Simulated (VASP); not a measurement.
A run of VASP 6.6.1 is set up as follows.

The input POSCAR:

```
TiCo3
1.0
    3.6140000000      0.0000000000      0.0000000000
    0.0000000000      3.6140000000      0.0000000000
    0.0000000000      0.0000000000      3.6140000000
Ti Co
1 3
Direct
    0.0000000000      0.0000000000      0.0000000000
    0.0000000000      0.5000000000      0.5000000000
    0.5000000000      0.0000000000      0.5000000000
    0.5000000000      0.5000000000      0.0000000000
```

The input INCAR.step1:

```
PREC = Accurate
ENCUT = 520
ISMEAR = 0
SIGMA = 0.1
LREAL = F
LASPH = T
NELM = 150
ISPIN = 2
MAGMOM = -0.74 1.48 1.48 1.48
LMAXMIX = 4
NBANDS = 32
GGA = PE
ALGO = Normal
EDIFF = 1E-4
LWAVE = T
LCHARG = F
```

The input INCAR.step2:

```
PREC = Accurate
ENCUT = 520
EDIFF = 1E-7
ISMEAR = 0
SIGMA = 0.1
LREAL = F
LASPH = T
NELM = 150
ALGO = Normal
ISIF = 2
LWAVE = F
LCHARG = F
ISPIN = 2
MAGMOM = -0.74 1.48 1.48 1.48
LORBIT = 11
LMAXMIX = 4
METAGGA = R2SCAN
LMIXTAU = T
NBANDS = 32
ISTART = 1
```

File KPOINTS:

```
regular mesh
0
Gamma
  10 10 10
```

Potentials or basis: VASP PAW PBE potentials, release 64 (Ti_sv, Co).

Run with:

```bash
$ cat potpaw_PBE.64/Ti_sv/POTCAR potpaw_PBE.64/Co/POTCAR > POTCAR
$ cp INCAR.step1 INCAR
$ mpirun -np 1 vasp_std > vasp.out
$ cp INCAR.step2 INCAR
$ mpirun -np 1 vasp_std > vasp.out
```

(1) What does it give for the net moment?

(2) Predict the site moments.

(3) Estimate the pressure.

Results:

(1) 2.77 μB per cell.

(2) Ti -0.75; Co +1.29 μB.

(3) -4.1 GPa.

Caveat: the cell stands under tension; the PAW data sets were made with another functional, which shifts forces and pressure a little.
